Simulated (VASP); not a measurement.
# Si (C2/m) in VASP: single point with r2SCAN

Aim: the single point of Si with r2SCAN.

Program: VASP 6.6.1. These are calculated values, not measurements. Logs are shortened: lines on timing, memory, paths and dates and some standing lists are left out, and cuts for length are marked.

## Step 1: The cell of the first run

The structure is monoclinic, space group C2/m (No. 12). Conventional cell: a = 4.186 Å, b = 3.318 Å, c = 4.186 Å, α = 90.00°, β = 104.85°, γ = 90.00°. Within 3.0 Å of Si (site symmetry m) lie 10 Si at 2.28 to 2.88 Å.

## Step 2: Single point, r2SCAN (atoms displaced along a vibrational mode)

POSCAR

```
Si
1.0
   -1.6588457136     -1.6588457136      1.2763369320
   -1.6588457136      1.6588457136      1.2763369320
   -3.3176914272      0.0000000000     -2.5526738641
Si
2
Direct
    0.4810729532      0.4810729532      0.5356615357
    0.0189270468      0.0189270468     -0.0356615357
```

INCAR.step1

```
SYSTEM = Si
PREC     = Accurate       ! precision mode
ENCUT    = 520            ! plane-wave cutoff, eV
ISMEAR   = 0              ! smearing method
SIGMA    = 0.15           ! smearing width, eV
LREAL    = .False.        ! projectors in reciprocal space
LASPH    = .True.         ! aspherical terms in the spheres
NELM     = 100            ! most SCF steps
NBANDS   = 11             ! bands
GGA      = PE             ! functional
ALGO     = Normal         ! electronic algorithm
EDIFF    = 1E-4           ! SCF threshold, eV
LWAVE    = .True.         ! write WAVECAR
LCHARG   = .False.        ! write CHGCAR
```

INCAR.step2

```
SYSTEM = Si
PREC     = Accurate       ! precision mode
ENCUT    = 520            ! plane-wave cutoff, eV
EDIFF    = 1E-7           ! SCF threshold, eV
ISMEAR   = 0              ! smearing method
SIGMA    = 0.15           ! smearing width, eV
LREAL    = .False.        ! projectors in reciprocal space
LASPH    = .True.         ! aspherical terms in the spheres
NELM     = 100            ! most SCF steps
ALGO     = Normal         ! electronic algorithm
ISIF     = 2              ! what is computed and relaxed
LWAVE    = .False.        ! write WAVECAR
LCHARG   = .True.         ! write CHGCAR
METAGGA  = R2SCAN         ! meta-GGA
LMIXTAU  = .True.       
LELF     = .True.         ! ELF
LVHAR    = .True.       
NBANDS   = 11             ! bands
ISTART   = 1
```

KPOINTS

```
regular mesh
0
Gamma
  24 24 16
  0 0 0
```

Potentials or basis: VASP PAW PBE potentials, release 64 (Si).

The run is started by

```console
$ cat potpaw_PBE.64/Si/POTCAR > POTCAR
$ cp INCAR.step1 INCAR
$ mpirun -np 1 vasp_std > vasp.out
$ cp INCAR.step2 INCAR
$ mpirun -np 1 vasp_std > vasp.out
```

OUTCAR:

```text
SYSTEM = Si
   PREC = Accurate
   ENCUT = 520
   EDIFF = 1E-7
   ISMEAR = 0
   LREAL = .False.
   LASPH = .True.
   NELM = 100
   ISIF = 2
   METAGGA = R2SCAN
   ISTART = 1

 ion  position               nearest neighbor table
   1  0.481  0.481  0.536-   2 2.28   2 2.48   2 2.48   2 2.83   2 2.88   2 2.88
   2  0.019  0.019  0.964-   1 2.28   1 2.48   1 2.48   1 2.83   1 2.88   1 2.88

  LATTYP: Found a base centered monoclinic cell.
 ALAT       =     4.1860745648
 B/A-ratio  =     0.7925543073
 C/A-ratio  =     1.0000000000
 COS(beta)  =    -0.2562846602

  Lattice vectors:

 A1 = (   1.6588457136,   1.6588457136,  -1.2763369320)
 A2 = (   1.6588457136,  -1.6588457136,  -1.2763369320)
 A3 = (  -3.3176914272,   0.0000000000,  -2.5526738641)

Analysis of symmetry for initial positions (statically):
=====================================================================
 Subroutine PRICEL returns:
 Original cell was already a primitive cell.

 Routine SETGRP: Setting up the symmetry group for a
 base centered monoclinic supercell.

 Subroutine GETGRP returns: Found  4 space group operations
 (whereof  2 operations were pure point group operations)
 out of a pool of  4 trial point group operations.

The static configuration has the point symmetry C_1h.
 The point group associated with its full space group is C_2h.

Analysis of symmetry for dynamics (positions and initial velocities):
=====================================================================
 Subroutine PRICEL returns:
 Original cell was already a primitive cell.

 Routine SETGRP: Setting up the symmetry group for a
 base centered monoclinic supercell.

 Subroutine GETGRP returns: Found  4 space group operations
 (whereof  2 operations were pure point group operations)
 out of a pool of  4 trial point group operations.

The dynamic configuration has the point symmetry C_1h.
 The point group associated with its full space group is C_2h.

 Subroutine INISYM returns: Found  4 space group operations
 (whereof  2 operations are pure point group operations),
 and found     1 'primitive' translations

----------------------------------------------------------------------------------------

                                     Primitive cell

  volume of cell :      28.0975

  direct lattice vectors                    reciprocal lattice vectors
    -1.658845714 -1.658845714  1.276336932    -0.150707204 -0.301414409  0.195873044
    -1.658845714  1.658845714  1.276336932    -0.150707204  0.301414409  0.195873044
    -3.317691427  0.000000000 -2.552673864    -0.150707204  0.000000000 -0.195873044

  length of vectors
     2.670687958  2.670687958  4.186074565     0.389781422  0.389781422  0.247141479

  position of ions in fractional coordinates (direct lattice)
     0.481072953  0.481072953  0.535661536
     0.018927047  0.018927047  0.964338464

  ion indices of the primitive-cell ions
   primitive index   ion index
                 1           1
                 2           2

----------------------------------------------------------------------------------------

 KPOINTS: regular mesh

Automatic generation of k-mesh.
 Grid dimensions read from file:
 generate k-points for:   24   24   16

 Generating k-lattice:

  Cartesian coordinates                     Fractional coordinates (reciprocal lattice)
    -0.006279467 -0.012558934  0.008161377     0.041666667  0.000000000  0.000000000
    -0.006279467  0.012558934  0.008161377     0.000000000  0.041666667  0.000000000
    -0.009419200  0.000000000 -0.012242065    -0.000000000 -0.000000000  0.062500000

  Length of vectors
     0.016240893  0.016240893  0.015446342

  Shift w.r.t. Gamma in fractional coordinates (k-lattice)
     0.000000000  0.000000000  0.000000000

 Subroutine IBZKPT returns following result:
 ===========================================

 Found   2414 irreducible k-points:

 Following reciprocal coordinates:
            Coordinates               Weight
  0.000000  0.000000  0.000000      1.000000
  0.041667  0.000000  0.000000      4.000000
  0.083333  0.000000  0.000000      4.000000
  0.125000  0.000000 -0.000000      4.000000
  0.166667  0.000000 -0.000000      4.000000
  0.208333  0.000000 -0.000000      4.000000
[... 16 lines left out ...]
  0.416667  0.041667 -0.000000      4.000000
  0.458333  0.041667 -0.000000      4.000000
 [... further k-points ...]
   k-points           NKPTS =   2414   k-points in BZ     NKDIM =   2414   number of bands    NBANDS=     11
   number of dos      NEDOS =    301   number of ions     NIONS =      2
   total plane-waves  NPLWV =  12800
   dimension x,y,z NGX =    20 NGY =   20 NGZ =   32
   dimension x,y,z NGXF=    40 NGYF=   40 NGZF=   64
   ions per type =               2
   NGX,Y,Z   is equivalent  to a cutoff of  12.45, 12.45, 12.71 a.u.
   NGXF,Y,Z  is equivalent  to a cutoff of  24.90, 24.90, 25.42 a.u.
 SYSTEM =  Si
   PREC   = accura    normal or accurate (medium, high low for compatibility)
   ISTART =      1    job   : 0-new  1-cont  2-samecut
   ICHARG =      0    charge: 1-file 2-atom 10-const
   ISPIN  =      1    spin polarized calculation?
   LNONCOLLINEAR =      F non collinear calculations
   LSORBIT =      F    spin-orbit coupling
   LASPH  =      T    aspherical Exc in radial PAW
   ENCUT  =  520.0 eV  38.22 Ry    6.18 a.u.   4.97  4.97  7.78*2*pi/ulx,y,z
   NELM   =    100;   NELMIN=  2; NELMDL=  0     # of ELM steps
   EDIFF  = 0.1E-06   stopping-criterion for ELM
   LREAL  =      F    real-space projection
   EDIFFG = 0.1E-05   stopping-criterion for IOM
   NSW    =      0    number of steps for IOM
   IBRION =     -1    ionic relax: 0-MD 1-quasi-New 2-CG
   NFREE  =      0    steps in history (QN), initial steepest desc. (CG)
   ISIF   =      2    stress and relaxation
   ISYM   =      2    0-nonsym 1-usesym 2-fastsym
   POTIM  = 0.5000    time-step for ionic-motion
   TEBEG  =    0.0;   TEEND  =   0.0 temperature during run
   PSTRESS=    0.0 pullay stress
   NELECT =       8.0000    total number of electrons
   NUPDOWN=      -1.0000    fix difference up-down
   EMIN   =  10.00;   EMAX   =-10.00  energy-range for DOS
   EFERMI =   0.00;   METHOD = LEGACY
   ISMEAR =     0;   SIGMA  =   0.15  broadening in eV -4-tet -1-fermi 0-gaus
   EFERMI_NEDOS =   21; number of points for ismear=-14 and -15
   IALGO  =     38    algorithm
   IMIX   =      4    mixing-type and parameters
     AMIX     =   0.40;   BMIX     =  1.00
     AMIX_MAG =   1.60;   BMIX_MAG =  1.00
  volume/ion in A,a.u.               =      14.05        94.81
  Fermi-wavevector in a.u.,A,eV,Ry     =   1.077000  2.035235 15.781794  1.159929
  Thomas-Fermi vector in A             =   2.212900
   LORBIT       =      0    0 simple, 1 ext, 2 COOP (PROOUT), +10 PAW based schemes
   METAGGA = R2SCAN    functional components
   LHFCALC =     F    Hartree Fock is set to
   AEXX    =    0.0000 exact exchange contribution
   IVDW    =     0    specifies the selected vdW correction
   LEPSILON=     F    determine dielectric tensor
   LRPA    =     F    only Hartree local field effects (RPA)
 non-spin polarized calculation
 Gauss-broadening in eV      SIGMA  =   0.15
  energy-cutoff  :      520.00
  volume of cell :       28.10
 maximum number of plane-waves:       774
   NGX =  9   NGY =  9   NGZ = 15

 number of electron       8.0000000 magnetization

 Free energy of the ion-electron system (eV)
  ---------------------------------------------------
  ext. energy  EPLUGINS =         0.00000000
  ---------------------------------------------------
  free energy    TOTEN  =       -15.92379807 eV

  energy without entropy =      -15.91618377  energy(sigma->0) =      -15.91999092

 E-fermi :  10.4988     XC(G=0): -11.9707

 val. band max:       10.4977603665   @ k =  -0.2917  -0.2917   0.1875
 cond. band min:      10.5003649920   @ k =  -0.0833   0.4167   0.1875
 fundamental gap:      0.0026046255
 Fermi energy:        10.4987770054

 k-point     1 :       0.0000    0.0000    0.0000
  band No.  band energies     occupation
      1      -5.3381      2.00000
      2       4.0123      2.00000
      3       4.4942      2.00000
      4      15.0411      0.00000
      5      16.3043      0.00000
      6      16.7447      0.00000
      7      19.5099      0.00000
      8      20.1933      0.00000
      9      20.8893      0.00000
     10      21.2980      0.00000
     11      23.7809      0.00000

 k-point     2 :       0.0417    0.0000    0.0000
  band No.  band energies     occupation
      1      -5.2980      2.00000
      2       3.9826      2.00000
      3       4.5998      2.00000
      4      14.4434      0.00000
      5      15.8368      0.00000
      6      17.5220      0.00000
      7      19.2371      0.00000
      8      20.0835      0.00000
      9      20.8760      0.00000
     10      21.8362      0.00000
     11      23.9539      0.00000

 k-point     3 :       0.0833    0.0000    0.0000
  band No.  band energies     occupation
      1      -5.1775      2.00000
      2       3.9502      2.00000
      3       4.8593      2.00000
      4      13.1271      0.00000
      5      15.6672      0.00000
      6      18.0807      0.00000
      7      18.2716      0.00000
      8      20.6007      0.00000
      9      21.1285      0.00000
     10      22.5370      0.00000
     11      24.2137      0.00000
[... 267 lines left out ...]
 k-point    23 :       0.4167    0.0417   -0.0000
  band No.  band energies     occupation
      1      -1.5025      2.00000
      2       2.6349      2.00000
      3       5.9801      2.00000
      4       9.7020      2.00000
      5      10.0633      1.99996
      6      14.4142      0.00000
      7      16.8297      0.00000
      8      18.7933      0.00000
      9      20.5427      0.00000
     10      22.6630      0.00000
     11      23.3521      0.00000

 k-point    24 :       0.4583    0.0417   -0.0000
  band No.  band energies     occupation
      1      -0.7263      2.00000
      2       1.6381      2.00000
      3       6.5070      2.00000
      4       8.9339      2.00000
      5      10.8845      0.00028
      6      13.3663      0.00000
      7      16.4607      0.00000
      8      18.7958      0.00000
      9      20.4458      0.00000
     10      22.7565      0.00000
     11      24.2423      0.00000

 [... further k-points ...]

------------------------ aborting loop because EDIFF is reached ----------------------------------------

  FORCE on cell =-STRESS in cart. coord.  units (eV):
  Direction    XX          YY          ZZ          XY          YZ          ZX
  --------------------------------------------------------------------------------------
  -------------------------------------------------------------------------------------
  Total        0.8769837      0.6675496      2.5356801      0.0000000      0.0000000     -0.1724077
  in kB       50.0074594     38.0650859    144.5898222      0.0000000      0.0000000     -9.8310479
  external PRESSURE =      77.5541225 kB  Pullay stress =       0.0000000 kB

 VOLUME and BASIS-vectors are now :
 -----------------------------------------------------------------------------
  energy-cutoff  :      520.00
  volume of cell :       28.10
      direct lattice vectors                 reciprocal lattice vectors
    -1.658845714 -1.658845714  1.276336932    -0.150707204 -0.301414409  0.195873044
    -1.658845714  1.658845714  1.276336932    -0.150707204  0.301414409  0.195873044
    -3.317691427  0.000000000 -2.552673864    -0.150707204  0.000000000 -0.195873044

 POSITION                                       TOTAL-FORCE (eV/Angst)
 -----------------------------------------------------------------------------------
     -3.37321      0.00000     -0.13935         0.665384      0.000000      1.913049
     -3.26217      0.00000     -2.41333        -0.665384      0.000000     -1.913049
 -----------------------------------------------------------------------------------
    total drift:                                0.000000     -0.000000     -0.000000

  FREE ENERGIE OF THE ION-ELECTRON SYSTEM (eV)
  ---------------------------------------------------
  free  energy   TOTEN  =       -15.9237980697 eV

  energy  without entropy=      -15.9161837702  energy(sigma->0) =      -15.91999092
```

It took 42 min on 1 thread of Oxide Virtual Turin-like, shared host; peak memory 0.59 GiB.

Results:

* Free energy: -15.9238 eV
* Pressure: 7.8 GPa
* Largest force: 2.025 eV/Å
* Band gap on the k mesh: zero (bands 4 and 5 overlap by 7.99 eV)

Forces in eV/Å, atoms in the order of the input:
```
Si   0.665  0.000  1.913
Si  -0.665  0.000 -1.913
```

Caveat: the cell differs from its parent crystal (atoms displaced along a vibrational mode); the cell stands under pressure; the PAW data sets were made with another functional, which shifts forces and pressure a little.
